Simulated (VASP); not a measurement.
# ZrB2 (P6/mmm) in VASP: a series of runs

The runs below take ZrB2 through elastic constants, with PBEsol.

Program: VASP 6.6.1. These are calculated values, not measurements. Logs are shortened: lines on timing, memory, paths and dates and some standing lists are left out, and cuts for length are marked.

**1. The cell of the first run**

It takes space group P6/mmm (No. 191, hexagonal). Conventional cell: a = 3.102 Å, b = 3.102 Å, c = 3.437 Å, α = 90.00°, β = 90.00°, γ = 120.00°. Zr (site symmetry 6/mmm) has 12 B at 2.48 Å and 6 Zr at 3.10 Å within 3.3 Å. Within 2.5 Å of B (site symmetry -6m2) lie 3 B at 1.79 Å and 6 Zr at 2.48 Å.

**2. Elastic constants, PBEsol**

The input, INCAR:

```
ALGO = Normal ; EDIFF = 1E-8
ENCUT = 600 ; GGA = PS
IBRION = 6 ; ISIF = 3
ISMEAR = -1 ; LASPH = True
LCHARG = False ; LREAL = False
LWAVE = False ; NELM = 80
NFREE = 2 ; NSW = 1
POTIM = 0.015 ; PREC = Accurate
SIGMA = 0.1
```

The input, KPOINTS:

```
k-points
0
Gamma
  16 16 12
```

The input, POSCAR:

```
ZrB2
1.0
    3.1017089005      0.0000000000      0.0000000000
   -1.5508544503      2.6861587030      0.0000000000
    0.0000000000      0.0000000000      3.4372571127
Zr B
1 2
Direct
    0.0000000000      0.0000000000      0.0000000000
    0.3333333333      0.6666666667      0.5000000000
    0.6666666667      0.3333333333      0.5000000000
```

Potentials or basis: VASP PAW PBE potentials, release 64 (Zr_sv, B).

The run is started by

```sh
> cat potpaw_PBE.64/Zr_sv/POTCAR potpaw_PBE.64/B/POTCAR > POTCAR
> mpirun -np 1 vasp_std > vasp.out
```

OUTCAR:

```text
EDIFF = 1E-8
   ENCUT = 600
   GGA = PS
   IBRION = 6
   ISIF = 3
   ISMEAR = -1
   LASPH = True
   LREAL = False
   NELM = 80
   NFREE = 2
   NSW = 1
   POTIM = 0.015
   PREC = Accurate

 ion  position               nearest neighbor table
   1  0.000  0.000  0.000-   2 2.48   3 2.48   2 2.48   3 2.48   3 2.48   3 2.48   2 2.48   2 2.48
                             3 2.48   3 2.48   2 2.48   2 2.48
   2  0.333  0.667  0.500-   3 1.79   3 1.79   3 1.79   1 2.48   1 2.48   1 2.48   1 2.48   1 2.48
                             1 2.48
   3  0.667  0.333  0.500-   2 1.79   2 1.79   2 1.79   1 2.48   1 2.48   1 2.48   1 2.48   1 2.48
                             1 2.48

  LATTYP: Found a hexagonal cell.
 ALAT       =     3.1017089005
 C/A-ratio  =     1.1081817227

  Lattice vectors:

 A1 = (   3.1017089005,   0.0000000000,   0.0000000000)
 A2 = (  -1.5508544503,   2.6861587030,   0.0000000000)
 A3 = (   0.0000000000,   0.0000000000,   3.4372571127)

Analysis of symmetry for initial positions (statically):
=====================================================================
 Subroutine PRICEL returns:
 Original cell was already a primitive cell.

 Routine SETGRP: Setting up the symmetry group for a
 hexagonal supercell.

 Subroutine GETGRP returns: Found 24 space group operations
 (whereof 24 operations were pure point group operations)
 out of a pool of 24 trial point group operations.

The static configuration has the point symmetry D_6h.

Analysis of symmetry for dynamics (positions and initial velocities):
=====================================================================
 Subroutine PRICEL returns:
 Original cell was already a primitive cell.

 Routine SETGRP: Setting up the symmetry group for a
 hexagonal supercell.

 Subroutine GETGRP returns: Found 24 space group operations
 (whereof 24 operations were pure point group operations)
 out of a pool of 24 trial point group operations.

The dynamic configuration has the point symmetry D_6h.

 Subroutine INISYM returns: Found 24 space group operations
 (whereof 24 operations are pure point group operations),
 and found     1 'primitive' translations

----------------------------------------------------------------------------------------

                                     Primitive cell

  volume of cell :      28.6381

  direct lattice vectors                    reciprocal lattice vectors
     3.101708900  0.000000000  0.000000000     0.322402918  0.186139411  0.000000000
    -1.550854450  2.686158703  0.000000000     0.000000000  0.372278823  0.000000000
     0.000000000  0.000000000  3.437257113     0.000000000  0.000000000  0.290929647

  length of vectors
     3.101708900  3.101708901  3.437257113     0.372278823  0.372278823  0.290929647

  position of ions in fractional coordinates (direct lattice)
     0.000000000  0.000000000  0.000000000
     0.333333333  0.666666667  0.500000000
     0.666666667  0.333333333  0.500000000

  ion indices of the primitive-cell ions
   primitive index   ion index
                 1           1
                 2           2
                 3           3

----------------------------------------------------------------------------------------

 KPOINTS: k-points

Automatic generation of k-mesh.
 Grid dimensions read from file:
 generate k-points for:   16   16   12
[... 116 lines left out ...]

  FORCE on cell =-STRESS in cart. coord.  units (eV):
  Direction    XX          YY          ZZ          XY          YZ          ZX
  --------------------------------------------------------------------------------------
  -------------------------------------------------------------------------------------
  Total        2.7525303      2.7525303      2.7543909     -0.0000000      0.0000000      0.0000000
  in kB      153.9919328    153.9919328    154.0960229     -0.0000000      0.0000000      0.0000000
  external PRESSURE =     154.0266295 kB  Pullay stress =       0.0000000 kB
[... 92 lines left out ...]
  FREE ENERGIE OF THE ION-ELECTRON SYSTEM (eV)
  ---------------------------------------------------
  free  energy   TOTEN  =       -26.2774896220 eV

  energy  without entropy=      -26.2698163101  energy(sigma->0) =      -26.27365297

[... ionic steps 4 to 18 ...]

--------------------------------------- Ionic step       19  -------------------------------------------

 number of electron      18.0000000 magnetization

------------------------ aborting loop because EDIFF is reached ----------------------------------------
[... 69 lines left out ...]
--------------------------------------- Ionic step       21  -------------------------------------------

 number of electron      18.0000000 magnetization

 Free energy of the ion-electron system (eV)
  ---------------------------------------------------
  ext. energy  EPLUGINS =         0.00000000
  ---------------------------------------------------
  free energy    TOTEN  =       -26.33164905 eV

  energy without entropy =      -26.32377283  energy(sigma->0) =      -26.32771094

 E-fermi :  11.2251     XC(G=0): -12.8744

 val. band max:       11.1774020763   @ k =   0.1875   0.1875   0.1667
 cond. band min:      11.2284993163   @ k =   0.1875   0.1875   0.0833
 fundamental gap:      0.0510972399
 Fermi energy:        11.2250543403

 k-point     1 :       0.0000    0.0000    0.0000
  band No.  band energies     occupation
      1     -37.0386      2.00000
      2     -15.3072      2.00000
      3     -14.6365      2.00000
      4     -14.6365      2.00000
      5      -1.7809      2.00000
      6       8.4210      2.00000
      7       8.4210      2.00000
      8       8.4534      2.00000
      9       9.0087      2.00000
     10      14.9517      0.00000
     11      14.9517      0.00000
     12      15.8455      0.00000
     13      15.8455      0.00000
[... 354 lines left out ...]
  band No.  band energies     occupation
      1     -36.9006      2.00000
      2     -15.5640      2.00000
      3     -15.1062      2.00000
      4     -15.0272      2.00000
      5       0.8606      2.00000
      6       4.7020      2.00000
      7       6.3152      2.00000
      8       7.5938      2.00000
      9      10.8100      1.96899
     10      11.3461      0.45917
     11      12.5776      0.00000
     12      17.0578      0.00000
     13      18.0226      0.00000

 [... further k-points ...]
[... 5 lines left out ...]
  --------------------------------------------------------------------------------------
  -------------------------------------------------------------------------------------
  Total        2.7557820      2.7557820      2.7560885     -0.0000000      0.0000000      0.0000000
  in kB      154.1738486    154.1738486    154.1909998     -0.0000000      0.0000000      0.0000000
  external PRESSURE =     154.1795656 kB  Pullay stress =       0.0000000 kB
[... 18 lines left out ...]
  FREE ENERGIE OF THE ION-ELECTRON SYSTEM (eV)
  ---------------------------------------------------
  free  energy   TOTEN  =       -26.3316490464 eV

  energy  without entropy=      -26.3237728282  energy(sigma->0) =      -26.32771094

 INTERNAL STRAIN TENSORS FROM STRAINED CELLS
 ============================================

 INTERNAL STRAIN TENSOR FOR ION    1 for displacements in x,y,z  (eV/Angst):
          X           Y           Z          XY          YZ          ZX
  --------------------------------------------------------------------------------
  x     0.00000     0.00000     0.00000    -0.00000    -0.00000    -0.00000
  y     0.00000     0.00000     0.00000     0.00000     0.00000     0.00000
  z     0.00000     0.00000     0.00000     0.00000     0.00000     0.00000

 INTERNAL STRAIN TENSORS FROM DISPLACED ATOMS
 ============================================

 INTERNAL STRAIN TENSOR FOR ION    1 for displacements in x,y,z  (eV/Angst):
          X           Y           Z          XY          YZ          ZX
  --------------------------------------------------------------------------------
  x     0.00000     0.00000     0.00000     0.00000     0.00000     0.00000
  y     0.00000     0.00000     0.00000     0.00000     0.00000     0.00000
  z     0.00000     0.00000     0.00000     0.00000     0.00000     0.00000

 INTERNAL STRAIN TENSOR FOR ION    3 for displacements in x,y,z  (eV/Angst):
          X           Y           Z          XY          YZ          ZX
  --------------------------------------------------------------------------------
  x     0.00000    -0.00000     0.00000    -0.81403     0.00000     0.00000
  y    -0.81403     0.81403     0.00000    -0.00000     0.00000     0.00000
  z     0.00000     0.00000     0.00000     0.00000     0.00000     0.00000

 Eigenvectors and eigenvalues of the dynamical matrix
 ----------------------------------------------------

   1 f  =   25.476487 THz   160.073491 2PiTHz  849.804146 cm-1   105.362238 meV
             X         Y         Z           dx          dy          dz
      0.000000  0.000000  0.000000     0.000000   -0.000000   -0.000000
     -0.000000  1.790772  1.718629     0.382950   -0.594432    0.000000
      1.550854  0.895386  1.718629    -0.382950    0.594432    0.000000
[... 43 lines left out ...]
   9 f/i=    0.002330 THz     0.014642 2PiTHz    0.077733 cm-1     0.009638 meV
             X         Y         Z           dx          dy          dz
      0.000000  0.000000  0.000000    -0.000000    0.000000   -0.899043
     -0.000000  1.790772  1.718629    -0.000000    0.000000   -0.309614
      1.550854  0.895386  1.718629    -0.000000    0.000000   -0.309614

--------------------------------------------------------------------------------------------------------

 ELASTIC MODULI CONTR FROM IONIC RELAXATION (kBar)
 Direction    XX          YY          ZZ          XY          YZ          ZX
 --------------------------------------------------------------------------------
 XX          -2.5825      2.5825     -0.0000      0.0000      0.0000      0.0000
 YY           2.5825     -2.5825      0.0000      0.0000      0.0000     -0.0000
 ZZ          -0.0000      0.0000     -0.0000      0.0000      0.0000     -0.0000
 XY           0.0000      0.0000      0.0000     -2.5825      0.0000      0.0000
 YZ           0.0000      0.0000      0.0000      0.0000      0.0000      0.0000
 ZX           0.0000     -0.0000     -0.0000      0.0000      0.0000     -0.0000
 --------------------------------------------------------------------------------

 TOTAL ELASTIC MODULI (kBar)
 Direction    XX          YY          ZZ          XY          YZ          ZX
 --------------------------------------------------------------------------------
 XX        6705.2357    659.8429   1621.5733     -0.0000      0.0000     -0.0000
 YY         659.8429   6705.2357   1621.5733     -0.0000      0.0000     -0.0000
 ZZ        1621.5733   1621.5733   5241.4959     -0.0000      0.0000     -0.0000
 XY          -0.0000     -0.0000     -0.0000   3022.6964      0.0000     -0.0000
 YZ           0.0000      0.0000      0.0000     -0.0000   3126.1478     -0.0000
 ZX          -0.0000      0.0000     -0.0000     -0.0000     -0.0000   3126.1482
 --------------------------------------------------------------------------------
```

It took 26 min on 1 thread of Intel Xeon 6975P-C (Granite Rapids), shared host; peak memory 0.84 GiB.

Results:

| Quantity | Value |
| --- | --- |
| Voigt bulk modulus | 294 GPa |
| Highest phonon frequency at Γ | 850 cm⁻¹ |

Phonon frequencies in cm⁻¹ (negative: imaginary):
| q point | frequencies |
| --- | --- |
| (0.000, 0.000, 0.000) | 0 0 0 497 497 532 599 850 850 |

Elastic tensor in Voigt notation (GPa, in the Cartesian axes of the cell as first typed):
```
671  66 162   0   0   0
 66 671 162   0   0   0
162 162 524   0   0   0
  0   0   0 313   0   0
  0   0   0   0 313   0
  0   0   0   0   0 302
```

Clamped-ion elastic tensor (GPa):
```
671  66 162   0   0   0
 66 671 162   0   0   0
162 162 524   0   0   0
  0   0   0 313   0   0
  0   0   0   0 313   0
  0   0   0   0   0 303
```

Caveat: the cell is under stress, which shifts elastic constants; the PAW data sets were made with another functional, which shifts forces and pressure a little.

**3. Elastic constants, PBEsol**

This run uses another cell than the first one, of 9.81 Å³/atom.

The input, INCAR:

```
SYSTEM = ZrB2
ALGO = Normal ; EDIFF = 1E-8
ENCUT = 600 ; GGA = PS
IBRION = 6 ; ISIF = 3
ISMEAR = -1 ; LASPH = .True.
LCHARG = .True. ; LREAL = .False.
LWAVE = .False. ; NBANDS = 16
NELM = 80 ; NFREE = 2
NSW = 1 ; POTIM = 0.015
PREC = Accurate ; SIGMA = 0.1
```

The input, KPOINTS:

```
k-points
0
Gamma
  16 16 12
  0 0 0
```

The input, POSCAR:

```
ZrB2
1.0
    3.1289389562      0.0000000000      0.0000000000
   -1.5644694781      2.7097406229      0.0000000000
    0.0000000000      0.0000000000      3.4720427213
Zr B
1 2
Direct
    0.0000000000      0.0000000000      0.0000000000
    0.3333333333      0.6666666667      0.5000000000
    0.6666666667      0.3333333333      0.5000000000
```

Potentials or basis: VASP PAW PBE potentials, release 64 (Zr_sv, B).

The run is started by

```sh
> cat potpaw_PBE.64/Zr_sv/POTCAR potpaw_PBE.64/B/POTCAR > POTCAR
> mpirun -np 1 vasp_std > vasp.out
```

Run time: 2 h. Hardware: 1 thread of Oxide Virtual Turin-like, shared host; peak memory 0.89 GiB.

Results (log left out):

| Quantity | Value |
| --- | --- |
| Voigt bulk modulus | 272 GPa |
| Highest phonon frequency at Γ | 818 cm⁻¹ |

Phonon frequencies in cm⁻¹ (negative: imaginary):
```
              q point                    frequencies
(0.000, 0.000, 0.000)  0 0 0 479 479 506 581 818 818
```

Elastic tensor in Voigt notation (GPa, in the Cartesian axes of the cell as first typed):
```
629  60 145   0   0   0
 60 629 145   0   0   0
145 145 488   0   0   0
  0   0   0 289   0   0
  0   0   0   0 289   0
  0   0   0   0   0 284
```

Clamped-ion elastic tensor (GPa):
```
629  60 145   0   0   0
 60 629 145   0   0   0
145 145 488   0   0   0
  0   0   0 289   0   0
  0   0   0   0 289   0
  0   0   0   0   0 285
```

Caveat: the cell is under stress, which shifts elastic constants; the PAW data sets were made with another functional, which shifts forces and pressure a little.

**4. Elastic constants, PBEsol**

This run uses another cell than the first one, of 9.92 Å³/atom.

The input, INCAR:

```
SYSTEM = ZrB2
PREC     = Accurate       ! precision mode
ENCUT    = 600            ! plane-wave cutoff, eV
EDIFF    = 1E-8           ! SCF threshold, eV
ISMEAR   = -1             ! smearing method
SIGMA    = 0.1            ! smearing width, eV
LREAL    = .False.        ! projectors in reciprocal space
LASPH    = .True.         ! aspherical terms in the spheres
NELM     = 60             ! most SCF steps
ALGO     = Normal         ! electronic algorithm
ISIF     = 3              ! what is computed and relaxed
LWAVE    = .False.        ! write WAVECAR
LCHARG   = .False.        ! write CHGCAR
GGA      = PS             ! functional
IBRION   = 6              ! ionic algorithm
NFREE    = 2            
POTIM    = 0.015          ! step
NSW      = 1              ! ionic steps
```

The input, KPOINTS:

```
Automatic mesh
0
Gamma
  16 16 12
  0 0 0
```

The input, POSCAR:

```
ZrB2
1.0
    3.1398298234      0.0000000000      0.0000000000
   -1.5699149117      2.7191723906      0.0000000000
    0.0000000000      0.0000000000      3.4861813766
Zr B
1 2
Direct
    0.0000000000      0.0000000000      0.0000000000
    0.3333333333      0.6666666667      0.5000000000
    0.6666666667      0.3333333333      0.5000000000
```

The run is started by

```sh
> cat potpaw_PBE.64/Zr_sv/POTCAR potpaw_PBE.64/B/POTCAR > POTCAR
> mpirun -np 1 vasp_std > vasp.out
```

Wall time 1.7 h (1 thread of Oxide Virtual Turin-like, shared host); peak memory 0.8 GiB.

Results (log left out):

```yaml
Voigt_bulk_modulus: 263 GPa
Highest_phonon_frequency_at_Γ: 805 cm⁻¹
```

Phonon frequencies in cm⁻¹ (negative: imaginary):
| q point | frequencies |
| --- | --- |
| (0.000, 0.000, 0.000) | 0 0 0 472 472 496 574 805 805 |

Elastic tensor in Voigt notation (GPa, in the Cartesian axes of the cell as first typed):
```
612  58 139   0   0   0
 58 612 139   0   0   0
139 139 474   0   0   0
  0   0   0 280   0   0
  0   0   0   0 280   0
  0   0   0   0   0 277
```

Clamped-ion elastic tensor (GPa):
```
613  57 139   0   0   0
 57 613 139   0   0   0
139 139 474   0   0   0
  0   0   0 280   0   0
  0   0   0   0 280   0
  0   0   0   0   0 278
```

Caveat: the cell is under stress, which shifts elastic constants; the PAW data sets were made with another functional, which shifts forces and pressure a little.
